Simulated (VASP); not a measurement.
# HWCl6 (I-42m) in VASP: a series of runs, part 2 of 2

VASP 6.6.1.

## Step 3: Relaxation of cell and atoms, PBE

This run uses another cell than the first one, of 22.25 Å³/atom.

File INCAR:

```
SYSTEM = HWCl6
  PREC = Accurate
  ENCUT = 600
  EDIFF = 1E-7
  ISMEAR = 0
  SIGMA = 0.15
  LREAL = .FALSE.
  LASPH = .TRUE.
  NELM = 60
  ALGO = Normal
  ISIF = 3
  LWAVE = .FALSE.
  LCHARG = .FALSE.
  GGA = PE
  IBRION = 2
  NSW = 36
  EDIFFG = -0.08
```

File KPOINTS:

```
Automatic mesh
0
G
  3 3 3
  0 0 0
```

File POSCAR:

```
HWCl6
1.0
   -3.1379042100      3.1379042100      4.5196825300
    3.1379042100     -3.1379042100      4.5196825300
    3.1379042100      3.1379042100     -4.5196825300
H W Cl
1 1 6
Direct
    0.5000000000      0.5000000000      0.0000000000
    0.0000000000      0.0000000000      0.0000000000
    0.9434264900      0.9434264900      0.3958824000
    0.5475440900      0.5475440900      0.6041176000
    0.0565735100      0.4524559100      0.0000000000
    0.4524559100      0.0565735100      0.0000000000
    0.5000000000      0.0000000000      0.5000000000
    0.0000000000      0.5000000000      0.5000000000
```

Potentials or basis: VASP PAW PBE potentials, release 64 (H, W_sv, Cl).

Command:

```sh
$ cat potpaw_PBE.64/H/POTCAR potpaw_PBE.64/W_sv/POTCAR potpaw_PBE.64/Cl/POTCAR > POTCAR
$ mpirun -np 1 vasp_std > vasp.out
```

OUTCAR:

```text
SYSTEM = HWCl6
   PREC = Accurate
   ENCUT = 600
   EDIFF = 1E-7
   ISMEAR = 0
   LREAL = .FALSE.
   LASPH = .TRUE.
   NELM = 60
   ISIF = 3
   GGA = PE
   IBRION = 2
   NSW = 36
   EDIFFG = -0.08

 ion  position               nearest neighbor table
   1  0.500  0.500  0.000-
   2  0.000  0.000  0.000-   3 2.89   4 2.89   5 2.89   6 2.89
   3  0.943  0.943  0.396-   2 2.89
   4  0.548  0.548  0.604-   2 2.89
   5  0.057  0.452  0.000-   2 2.89
   6  0.452  0.057  0.000-   2 2.89
   7  0.500  0.000  0.500-
   8  0.000  0.500  0.500-

  LATTYP: Found a body centered tetragonal cell.
 ALAT       =     6.2758084200
 C/A-ratio  =     1.4403507015

  Lattice vectors:

 A1 = (  -3.1379042100,   3.1379042100,   4.5196825300)
 A2 = (   3.1379042100,  -3.1379042100,   4.5196825300)
 A3 = (   3.1379042100,   3.1379042100,  -4.5196825300)

Analysis of symmetry for initial positions (statically):
=====================================================================
 Subroutine PRICEL returns:
 Original cell was already a primitive cell.

 Routine SETGRP: Setting up the symmetry group for a
 body centered tetragonal supercell.

 Subroutine GETGRP returns: Found  8 space group operations
 (whereof  8 operations were pure point group operations)
 out of a pool of 16 trial point group operations.

The static configuration has the point symmetry D_2d.

Analysis of symmetry for dynamics (positions and initial velocities):
=====================================================================
 Subroutine PRICEL returns:
 Original cell was already a primitive cell.

 Routine SETGRP: Setting up the symmetry group for a
 body centered tetragonal supercell.

 Subroutine GETGRP returns: Found  8 space group operations
 (whereof  8 operations were pure point group operations)
 out of a pool of 16 trial point group operations.

The dynamic configuration has the point symmetry D_2d.

 Subroutine INISYM returns: Found  8 space group operations
 (whereof  8 operations are pure point group operations),
 and found     1 'primitive' translations

----------------------------------------------------------------------------------------

                                     Primitive cell

  volume of cell :     178.0112

  direct lattice vectors                    reciprocal lattice vectors
    -3.137904210  3.137904210  4.519682530     0.000000000  0.159342021  0.110627239
     3.137904210 -3.137904210  4.519682530     0.159342021  0.000000000  0.110627239
     3.137904210  3.137904210 -4.519682530     0.159342021  0.159342021  0.000000000

  length of vectors
     6.334067874  6.334067874  6.334067874     0.193980066  0.193980066  0.225343648

  position of ions in fractional coordinates (direct lattice)
     0.500000000  0.500000000  0.000000000
     0.000000000  0.000000000  0.000000000
     0.943426490  0.943426490  0.395882400
     0.547544090  0.547544090  0.604117600
     0.056573510  0.452455910  0.000000000
     0.452455910  0.056573510  0.000000000
     0.500000000  0.000000000  0.500000000
     0.000000000  0.500000000  0.500000000

  ion indices of the primitive-cell ions
   primitive index   ion index
                 1           1
                 2           2
                 3           3
                 4           4
                 5           5
                 6           6
                 7           7
                 8           8

----------------------------------------------------------------------------------------

 KPOINTS: Automatic mesh

Automatic generation of k-mesh.
 Grid dimensions read from file:
 generate k-points for:    3    3    3

 Generating k-lattice:

  Cartesian coordinates                     Fractional coordinates (reciprocal lattice)
     0.000000000  0.053114007  0.036875746     0.333333333  0.000000000  0.000000000
     0.053114007  0.000000000  0.036875746     0.000000000  0.333333333  0.000000000
     0.053114007  0.053114007  0.000000000     0.000000000  0.000000000  0.333333333

  Length of vectors
     0.064660022  0.064660022  0.075114549

  Shift w.r.t. Gamma in fractional coordinates (k-lattice)
     0.000000000  0.000000000  0.000000000

 Subroutine IBZKPT returns following result:
 ===========================================

 Found      6 irreducible k-points:

 Following reciprocal coordinates:
            Coordinates               Weight
  0.000000  0.000000  0.000000      1.000000
  0.333333  0.000000 -0.000000      8.000000
  0.333333  0.333333 -0.000000      8.000000
 -0.333333  0.333333  0.000000      4.000000
 -0.333333  0.333333  0.333333      4.000000
 -0.333333 -0.333333  0.333333      2.000000
   k-points           NKPTS =      6   k-points in BZ     NKDIM =      6   number of bands    NBANDS=     34
   number of dos      NEDOS =    301   number of ions     NIONS =      8
   total plane-waves  NPLWV = 157464
   dimension x,y,z NGX =    54 NGY =   54 NGZ =   54
   dimension x,y,z NGXF=   108 NGYF=  108 NGZF=  108
   ions per type =               1   1   6
   NGX,Y,Z   is equivalent  to a cutoff of  14.17, 14.17, 14.17 a.u.
   NGXF,Y,Z  is equivalent  to a cutoff of  28.35, 28.35, 28.35 a.u.
 SYSTEM =  HWCl6
   PREC   = accura    normal or accurate (medium, high low for compatibility)
   ISTART =      0    job   : 0-new  1-cont  2-samecut
   ICHARG =      2    charge: 1-file 2-atom 10-const
   ISPIN  =      1    spin polarized calculation?
   LNONCOLLINEAR =      F non collinear calculations
   LSORBIT =      F    spin-orbit coupling
   LASPH  =      T    aspherical Exc in radial PAW
   ENCUT  =  600.0 eV  44.10 Ry    6.64 a.u.  12.65 12.65 12.65*2*pi/ulx,y,z
   NELM   =     60;   NELMIN=  2; NELMDL= -5     # of ELM steps
   EDIFF  = 0.1E-06   stopping-criterion for ELM
   LREAL  =      F    real-space projection
   EDIFFG = -.8E-01   stopping-criterion for IOM
   NSW    =     36    number of steps for IOM
   IBRION =      2    ionic relax: 0-MD 1-quasi-New 2-CG
   NFREE  =      1    steps in history (QN), initial steepest desc. (CG)
   ISIF   =      3    stress and relaxation
   ISYM   =      2    0-nonsym 1-usesym 2-fastsym
   POTIM  = 0.5000    time-step for ionic-motion
   TEBEG  =    0.0;   TEEND  =   0.0 temperature during run
   PSTRESS=    0.0 pullay stress
   NELECT =      57.0000    total number of electrons
   NUPDOWN=      -1.0000    fix difference up-down
   EMIN   =  10.00;   EMAX   =-10.00  energy-range for DOS
   EFERMI =   0.00;   METHOD = LEGACY
   ISMEAR =     0;   SIGMA  =   0.15  broadening in eV -4-tet -1-fermi 0-gaus
   EFERMI_NEDOS =   21; number of points for ismear=-14 and -15
   IALGO  =     38    algorithm
   IMIX   =      4    mixing-type and parameters
     AMIX     =   0.40;   BMIX     =  1.00
     AMIX_MAG =   1.60;   BMIX_MAG =  1.00
  volume/ion in A,a.u.               =      22.25       150.16
  Fermi-wavevector in a.u.,A,eV,Ry     =   1.119998  2.116490 17.067096  1.254396
  Thomas-Fermi vector in A             =   2.256642
   LORBIT       =      0    0 simple, 1 ext, 2 COOP (PROOUT), +10 PAW based schemes
   GGA     = PE    functional components
   LHFCALC =     F    Hartree Fock is set to
   AEXX    =    0.0000 exact exchange contribution
   IVDW    =     0    specifies the selected vdW correction
   LEPSILON=     F    determine dielectric tensor
   LRPA    =     F    only Hartree local field effects (RPA)
 conjugate gradient relaxation of ions
 non-spin polarized calculation
 Gauss-broadening in eV      SIGMA  =   0.15
  energy-cutoff  :      600.00
  volume of cell :      178.01
 maximum number of plane-waves:      5955
 NGX is ok and might be reduce to    50
   NGX = 25   NGY = 25   NGZ = 25

--------------------------------------- Ionic step        1  -------------------------------------------

 number of electron      57.0000003 magnetization

 Free energy of the ion-electron system (eV)
  ---------------------------------------------------
  ext. energy  EPLUGINS =         0.00000000
  ---------------------------------------------------
  free energy    TOTEN  =       -19.84461072 eV

  energy without entropy =      -19.71629653  energy(sigma->0) =      -19.78045362

------------------------ aborting loop because EDIFF is reached ----------------------------------------

  FORCE on cell =-STRESS in cart. coord.  units (eV):
  Direction    XX          YY          ZZ          XY          YZ          ZX
  --------------------------------------------------------------------------------------
  -------------------------------------------------------------------------------------
  Total       -7.0311942     -7.0311942    -16.1076582      0.0000000      0.0000000      0.0000000
  in kB      -63.2837770    -63.2837770   -144.9758626      0.0000000      0.0000000      0.0000000
  external PRESSURE =     -90.5144722 kB  Pullay stress =       0.0000000 kB
[... 568 lines left out ...]
     33       1.7319      0.00000
     34       1.7319      0.00000

[... ionic steps 4 to 27 ...]

--------------------------------------- Ionic step       28  -------------------------------------------

 number of electron      56.9999998 magnetization

------------------------ aborting loop because EDIFF is reached ----------------------------------------
[... 79 lines left out ...]
--------------------------------------- Ionic step       30  -------------------------------------------

 number of electron      56.9999998 magnetization

 Free energy of the ion-electron system (eV)
  ---------------------------------------------------
  ext. energy  EPLUGINS =         0.00000000
  ---------------------------------------------------
  free energy    TOTEN  =       -27.86315269 eV

  energy without entropy =      -27.81118536  energy(sigma->0) =      -27.83716902

 E-fermi :   1.0109     XC(G=0):  -8.0302

 val. band max:        0.9361231022   @ k =   0.3333   0.0000  -0.0000
 cond. band min:       1.2754262586   @ k =   0.0000   0.0000   0.0000
 fundamental gap:      0.3393031563
 Fermi energy:         1.0109241270
[... 255 lines left out ...]
  FREE ENERGIE OF THE ION-ELECTRON SYSTEM (eV)
  ---------------------------------------------------
  free  energy   TOTEN  =       -27.8631526858 eV

  energy  without entropy=      -27.8111853595  energy(sigma->0) =      -27.83716902

 reached required accuracy - stopping structural energy minimisation
```

Wall time 24 min (1 thread of Intel Xeon Platinum 8375C at 2.90GHz (Ice Lake), shared host); peak memory 0.44 GiB.

Results:

```
Free energy                           : -27.8632 eV
Relaxed volume                        : 25.92 Å³/atom
Relaxed cell                          : a = 6.605 Å, b = 6.605 Å, c = 6.605 Å, α = 101.81°, β = 101.81°, γ = 126.20°
Space group after relaxing (to 0.1 Å) : I-42m (No. 121)
Energy gained by relaxing             : 1002.3 meV/atom
Ionic steps                           : 30
Pressure after relaxing               : 0.1 GPa
Largest force after relaxing          : 0.073 eV/Å
Band gap on the k mesh                : zero (an odd number of electrons rules out a gap without spin polarisation)
```

Forces in eV/Å, atoms in the order of the input:
```
H    0.000  0.000  0.000
W    0.000  0.000  0.000
Cl  -0.022 -0.022  0.066
Cl   0.022  0.022  0.066
Cl  -0.022  0.022 -0.066
Cl   0.022 -0.022 -0.066
Cl   0.000  0.000  0.000
Cl   0.000  0.000  0.000
```

Stress tensor (GPa, compression positive):
```
 0.13  0.00  0.00
 0.00  0.13  0.00
 0.00  0.00 -0.07
```

Step by step:
```csv
step,energy change (eV),largest force (eV/Å),pressure (GPa),volume (Å³)
1,0.0000,2.4306,-9.05,178.01
2,-2.9112,2.7709,-2.61,147.38
3,-3.5344,1.8214,9.60,129.93
4,-3.5557,2.0601,6.98,132.59
5,-4.5736,0.9792,13.79,135.81
6,-4.5741,0.9463,13.68,135.78
7,-5.6008,0.4680,5.81,153.36
8,-6.1034,0.3366,0.87,174.81
9,-6.0960,1.0168,-2.44,222.86
10,-6.8447,0.8765,-0.33,243.60
11,-7.0228,1.7708,1.52,257.57
12,-7.2094,0.5805,-2.26,287.06
13,-7.2818,0.2439,-1.16,276.65
14,-7.3677,0.4862,-0.70,270.70
15,-7.4214,0.8387,0.07,262.51
16,-7.4841,0.5870,-0.45,259.59
17,-7.5473,0.5952,-1.46,252.97
18,-7.6110,0.5760,-1.23,247.16
19,-7.7573,0.5505,-0.25,230.23
20,-7.6844,0.8514,3.54,198.62
21,-7.7903,0.6487,1.05,217.53
22,-7.8767,0.4720,0.66,212.97
23,-7.9496,0.4371,0.01,203.40
24,-7.9503,0.4121,0.07,204.37
25,-7.9801,0.2919,0.18,204.61
26,-8.0134,0.1396,0.61,205.25
27,-8.0142,0.0784,0.55,205.17
28,-8.0172,0.1132,-0.02,207.06
29,-8.0173,0.0849,0.07,206.74
30,-8.0185,0.0730,0.07,207.33
```

Final structure:
```
H W Cl
1.0
    -4.16473    4.16473    2.98826
     4.16473   -4.16473    2.98826
     4.16473    4.16473   -2.98826
H W Cl
1 1 6
Direct
  0.50000 0.50000 0.00000
  0.00000 0.00000 0.00000
  0.85839 0.85839 0.25507
  0.60333 0.60333 0.74493
  0.14161 0.39667 0.00000
  0.39667 0.14161 0.00000
  0.50000 0.00000 0.50000
  0.00000 0.50000 0.50000
```

Caveat: the k points lie up to 0.43 Å⁻¹ apart in the final cell, too coarse for converged energies and pressures of a metal; the volume moved by over 15 % at a fixed basis, so the end points are rough; spin-orbit coupling is left out, which moves the levels of the heavy elements; an odd number of electrons without spin polarisation forces a metal; a magnetic or distorted state may lie lower; the relaxation stopped at a loose force limit of 0.08 eV/Å, so its end isn't a converged minimum.

The gap in the log of VASP goes by the Fermi energy; the results here count the filled bands.